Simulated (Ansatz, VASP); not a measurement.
**TlOs in VASP and in Ansatz**

```
CELL_PARAMETERS angstrom
0.00000 3.57212 3.57212
3.57212 0.00000 3.57212
3.57212 3.57212 0.00000
ATOMIC_POSITIONS crystal
Tl 0.50000 0.50000 0.50000
Tl 0.75000 0.75000 0.75000
Os 0.00000 0.00000 0.00000
Os 0.25000 0.25000 0.25000
```

Alike in both runs: task relaxation of cell and atoms; functional PBE; k mesh 4 × 4 × 4; occupations gaussian, width 0.1 eV; no spin polarisation.

|  | VASP | Ansatz |
| --- | --- | --- |
| version | VASP 6.6.1 | Ansatz 0.2.0 |
| potentials or method | VASP PAW PBE potentials, release 64 (Tl_d, Os), cutoff 600 eV | scalar-relativistic, plane waves, PAW |
| valence electrons in the cell | 42 | 58 |

VASP gave:

| Quantity | Value |
| --- | --- |
| gap on the k mesh at the Fermi level, each at its own relaxed structure (eV) | none |
| relaxed volume (Å³/atom) | 18.96 |
| relaxed cell length with the largest relative difference (Å) | 4.752 |

Task: Estimate Ansatz's values.

Result: gap on the k mesh at the Fermi level, each at its own relaxed structure (eV): none; relaxed volume (Å³/atom): 18.98; relaxed cell length with the largest relative difference (Å): 4.753.

A gap of «none» marks a metal or a gap that the smearing closes. VASP's potentials hold 42 valence electrons a cell and Ansatz's 58, so a difference there can come from the potentials and not from the codes.

The k mesh is coarse, so the values compare programs but aren't converged. Spin-orbit coupling is off throughout. Noted on VASP's run: the volume moved by over 15 % at a fixed basis, so the end points are rough.
